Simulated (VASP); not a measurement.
Here is a VASP 6.6.1 calculation.

File POSCAR:

```
Ga
1.0
   -1.6346819349      1.6346819349      1.6346819349
    1.6346819349     -1.6346819349      1.6346819349
    1.6346819349      1.6346819349     -1.6346819349
Ga
1
Direct
    0.0000000000      0.0000000000      0.0000000000
```

File INCAR.step1:

```
SYSTEM = Ga
ALGO = Normal
EDIFF = 1E-4
ENCUT = 520
GGA = PE
ISMEAR = -1
LASPH = .True.
LCHARG = .False.
LREAL = .False.
LWAVE = .True.
NBANDS = 12
NELM = 80
PREC = Accurate
SIGMA = 0.1
```

The input INCAR.step2:

```
SYSTEM = Ga
ALGO = Normal
EDIFF = 1E-6
ENCUT = 520
ISIF = 2
ISMEAR = -1
ISTART = 1
LASPH = .True.
LCHARG = .True.
LELF = .True.
LMIXTAU = .True.
LREAL = .False.
LVHAR = .True.
LWAVE = .False.
METAGGA = R2SCAN
NBANDS = 12
NELM = 80
PREC = Accurate
SIGMA = 0.1
```

File KPOINTS:

```
k-points
0
Gamma
  15 15 15
  0 0 0
```

Potentials or basis: VASP PAW PBE potentials, release 64 (Ga_d).

Launch:

```sh
$ cat potpaw_PBE.64/Ga_d/POTCAR > POTCAR
$ cp INCAR.step1 INCAR
$ mpirun -np 1 vasp_std > vasp.out
$ cp INCAR.step2 INCAR
$ mpirun -np 1 vasp_std > vasp.out
```

Predict the pressure.

2.5 GPa.

Caveat: the PAW data sets were made with another functional, which shifts forces and pressure a little.
